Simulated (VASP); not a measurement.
Write the native input for VASP 6.6.1 that does the following.

| Quantity | Value |
| --- | --- |
| Task | relaxation of cell and atoms |
| Functional | PBE |
| Potentials or basis | VASP PAW PBE potentials, release 64 (Sn_d, Te) |
| Cutoff | 600 eV |
| k mesh | 4 × 4 × 5 |
| Occupations | gaussian, width 0.2 eV |
| Spin | no spin polarisation |
| Dipole correction | no |
| Further INCAR settings | ALGO = Normal; EDIFF = 1e-06; IBRION = 2; EDIFFG = -0.08; NSW = 36; ISIF = 3 |

The structure of SnTe3 lies in POSCAR:

```
SnTe3
1.0
    5.5527075800      0.0000000000      0.0000000000
    0.0000000000      5.5527075800      0.0000000000
    0.0000000000      0.0000000000      4.4142756700
Sn Te
1 3
Direct
    0.0000000000      0.0000000000      0.3517916400
    0.5000000000      0.0000000000      0.5800448400
    0.0000000000      0.5000000000      0.5800448400
    0.5000000000      0.5000000000      0.5067035200
```

The cell was generated, and may not be a known phase.

One way to write it, as run:

INCAR

```
SYSTEM = SnTe3
PREC = Accurate
ENCUT = 600
EDIFF = 1E-6
ISMEAR = 0
SIGMA = 0.2
LREAL = .False.
LASPH = .True.
NELM = 80
ALGO = Normal
ISIF = 3
LWAVE = .False.
LCHARG = .False.
GGA = PE
IBRION = 2
NSW = 36
EDIFFG = -0.08
```

KPOINTS

```
Automatic mesh
0
Gamma
  4 4 5
  0 0 0
```

Potentials or basis: VASP PAW PBE potentials, release 64 (Sn_d, Te).

Run with:

```bash
$ cat potpaw_PBE.64/Sn_d/POTCAR potpaw_PBE.64/Te/POTCAR > POTCAR
$ mpirun -np 1 vasp_std > vasp.out
```

It gave:

- Relaxed volume: 32.47 Å³/atom
- Relaxed cell: a = 6.197 Å, b = 6.197 Å, c = 3.382 Å, α = 90.00°, β = 90.00°, γ = 90.00°
- Space group after relaxing (to 0.1 Å): P4mm (No. 99)
- Energy gained by relaxing: 288.0 meV/atom
- Ionic steps: 28
- Pressure after relaxing: -0.1 GPa
- Largest force after relaxing: 0.032 eV/Å
- Band gap on the k mesh: zero (bands 16 and 17 overlap by 3.59 eV)

Caveat: a cell axis changed by over 15 % at a fixed basis, so the end point is rough; spin-orbit coupling is left out, which moves the levels of the heavy elements.

Wall time 14 min on 1 thread of Intel Xeon 8259CL (shared host), peak memory 0.34 GiB.
